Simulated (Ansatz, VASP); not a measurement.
# LiF in VASP and in Ansatz

Contents of INCAR:

```
ALGO = Normal
EDIFF = 1E-6
ENCUT = 520
GGA = PS
ISIF = 2
ISMEAR = 0
LASPH = True
LCHARG = False
LREAL = False
LWAVE = False
NBANDS = 12
NELM = 100
PREC = Accurate
SIGMA = 0.02
```

KPOINTS

```
k-points
0
Gamma
  10 10 10
```

Contents of POSCAR:

```
LiF
1.0
    0.0073511000      2.0071121200      2.0373221200
    2.0224185200     -0.0079553000      2.0526285200
    2.0144632200      2.0144632200      0.0000000000
Li F
1 1
Direct
    0.0000000000      0.0000000000      0.0210657432
    0.5000000000      0.5000000000      0.4789342568
```

Input for Ansatz:

```yaml
crystal:
  lattice:
    - [0.0073511, 2.00711212, 2.03732212]
    - [2.02241852, -0.0079553, 2.05262852]
    - [2.01446322, 2.01446322, 0.0]
  atoms:
    - { symbol: Li, position: [0.0, 0.0, 0.0210657432] }
    - { symbol: F, position: [0.5, 0.5, 0.4789342568] }
basis:
  ecutwfc: 420
kpoints:
  mp_grid: { grid: [10, 10, 10] }
hamiltonian:
  xc: pbesol
scf:
  occupations: { method: gaussian, width: 0.02 }
output:
  forces: true
  stress: true
  eigenvalues: true
```

Alike in both runs: task single point; functional PBEsol; k mesh 10 × 10 × 10; occupations gaussian, width 0.02 eV; no spin polarisation.

```csv
,VASP,Ansatz
version,VASP 6.6.1,Ansatz 0.2.0
potentials or method,"VASP PAW PBE potentials, release 64 (Li_sv, F), cutoff 520 eV","scalar-relativistic, plane waves, PAW"
valence electrons in the cell,10,10
```

VASP gave:

```
gap on the k mesh at the Fermi level (eV) : 8.72
least direct gap on the mesh (eV)         : 8.72
rms of the force components (eV/Å)        : 0.121
```

**Question.** What did Ansatz give for the same quantities?

**Answer.** gap on the k mesh at the Fermi level (eV): 8.72; least direct gap on the mesh (eV): 8.72; rms of the force components (eV/Å): 0.111.

VASP's potentials were made for PBE, not for PBEsol. Atom by atom the forces differ by 0.009 eV/Å (rms over components).

Noted on VASP's run: the cutoff is short for stress, so the pressure is rough.
